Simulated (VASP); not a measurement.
A run of VASP 6.6.1 is set up as follows.

The input INCAR:

```
ALGO     = Fast           # electronic algorithm
EDIFF    = 1E-7           # SCF threshold, eV
EDIFFG   = -0.04          # ionic threshold
ENCUT    = 600            # plane-wave cutoff, eV
GGA      = PE             # functional
IBRION   = 2              # ionic algorithm
ISIF     = 3              # what is computed and relaxed
ISMEAR   = 0              # smearing method
LASPH    = True           # aspherical terms in the spheres
LCHARG   = False          # write CHGCAR
LREAL    = False          # projectors in reciprocal space
LWAVE    = False          # write WAVECAR
NELM     = 60             # most SCF steps
NSW      = 90             # ionic steps
PREC     = Accurate       # precision mode
SIGMA    = 0.1            # smearing width, eV
```

KPOINTS

```
k-points
0
Gamma
  6 6 4
```

The input POSCAR:

```
IrRh5
1.0
    4.6471679700      0.0000000000      0.0000000000
   -2.3235839900      4.0245655200      0.0000000000
    0.0000000000      0.0000000000      4.3862727200
Ir Rh
1 5
Direct
    0.0000000000      0.0000000000      0.0000000000
    0.6666666700      0.3333333300      0.0000000000
    0.3333333300      0.6666666700      0.0000000000
    0.3333333300      0.0000000000      0.5000000000
    0.0000000000      0.3333333300      0.5000000000
    0.6666666700      0.6666666700      0.5000000000
```

Potentials or basis: VASP PAW PBE potentials, release 64 (Ir, Rh_pv).

Command:

```sh
$ cat potpaw_PBE.64/Ir/POTCAR potpaw_PBE.64/Rh_pv/POTCAR > POTCAR
$ mpirun -np 1 vasp_std > vasp.out
```

Q: What does it give for the space group after relaxing (to 0.05 Å)?

A: P-62m (No. 189).

Q: Predict the relaxed volume.

A: 14.13 Å³/atom.

Q: Predict the relaxed cell.

A: a = 4.716 Å, b = 4.716 Å, c = 4.402 Å, α = 90.00°, β = 90.00°, γ = 120.00°.

Q: Predict the band gap on the k mesh.

A: Zero (band 42 reaches 11.59 eV, above the bottom of band 43 at 10.94 eV).

Final structure:
```cif
data_structure
_symmetry_space_group_name_H-M 'P 1'
_symmetry_Int_Tables_number 1
_cell_length_a 4.7158
_cell_length_b 4.7158
_cell_length_c 4.4022
_cell_angle_alpha 90.000
_cell_angle_beta 90.000
_cell_angle_gamma 120.000
_cell_volume 84.78
loop_
_atom_site_label
_atom_site_type_symbol
_atom_site_fract_x
_atom_site_fract_y
_atom_site_fract_z
_atom_site_occupancy
Ir1 Ir 0.00000 0.00000 0.00000 1
Rh1 Rh 0.66667 0.33333 0.00000 1
Rh2 Rh 0.33333 0.66667 0.00000 1
Rh3 Rh 0.33267 0.00000 0.50000 1
Rh4 Rh 0.00000 0.33267 0.50000 1
Rh5 Rh 0.66733 0.66733 0.50000 1
```

Caveat: spin-orbit coupling is left out, which moves the levels of the heavy elements.
